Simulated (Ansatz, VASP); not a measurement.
## Be2SbP3 in VASP and in Ansatz

```xyz
6
Lattice="5.1045 0.0000 0.0000 0.0000 5.1045 0.0000 0.0000 0.0000 4.8203" Properties=species:S:1:pos:R:3 pbc="T T T"
Be    0.0000    2.5523    0.0000
Be    2.5523    0.0000    0.0000
Sb    2.5523    2.5523    2.4102
P     0.0000    2.5523    2.4102
P     2.5523    0.0000    2.4102
P     2.5523    2.5523    0.0000
```

Alike in both runs: functional PBE; k mesh 4 × 4 × 4; occupations gaussian, width 0.1 eV; no spin polarisation.

Ansatz relaxed the structure, and its values are those at the end. VASP's run is a single point on that final structure, the one shown.

|  | VASP | Ansatz |
| --- | --- | --- |
| version | VASP 6.6.1 | Ansatz 0.2.0 |
| potentials or method | VASP PAW PBE potentials, release 64 (Be, Sb, P), cutoff 520 eV | scalar-relativistic, plane waves, PAW |
| valence electrons in the cell | 24 | 34 |

Ansatz gave:

```
gap on the k mesh at the Fermi level (eV) : none
pressure (GPa)                            : 0.0
```

Question: Estimate VASP's values.

Answer: gap on the k mesh at the Fermi level (eV): none; pressure (GPa): 0.1.

A gap of «none» marks a metal or a gap that the smearing closes. VASP's potentials hold 24 valence electrons a cell and Ansatz's 34, so a difference there can come from the potentials and not from the codes.

Neither program's run includes spin-orbit coupling.
